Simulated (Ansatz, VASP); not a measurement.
## Al2Cu in VASP and in Ansatz

```
Al Cu
1.0
    -2.03034    2.03034    2.85109
     2.03034   -2.03034    2.85109
     2.03034    2.03034   -2.85109
Al Cu
2 1
Direct
  0.69750 0.09250 0.39500
  0.25000 0.75000 0.50000
  0.55250 0.65750 0.10500
```

Alike in both runs: task single point; functional r2SCAN; k mesh 10 × 10 × 10; occupations fermi-dirac, width 0.05 eV; no spin polarisation.

```csv
,VASP,Ansatz
version,VASP 6.6.1,Ansatz 0.2.0
potentials or method,"VASP PAW PBE potentials, release 64 (Al, Cu)","PAW with other files of Ansatz's library (level accurate), scalar-relativistic"
plane-wave cutoff (eV),520,1050
valence electrons in the cell,17,41
```

|  | VASP | Ansatz | Ansatz less VASP |
| --- | --- | --- | --- |
| pressure (GPa) | 57.0 | 66.2 | +9.22 |
| traceless stress, the component that is largest in VASP (GPa) | 65.78 | 78.59 | +12.809 |
| rms of the force components (eV/Å) | 15.649 | 18.272 | +2.6222 |

VASP's potentials were made for PBE, not for r2SCAN. Atom by atom the forces differ by 2.622 eV/Å (rms over components). The pressures are high and differ by over a tenth, so treat them with care. VASP's potentials hold 17 valence electrons a cell and Ansatz's 41, so a difference there can come from the potentials and not from the codes.
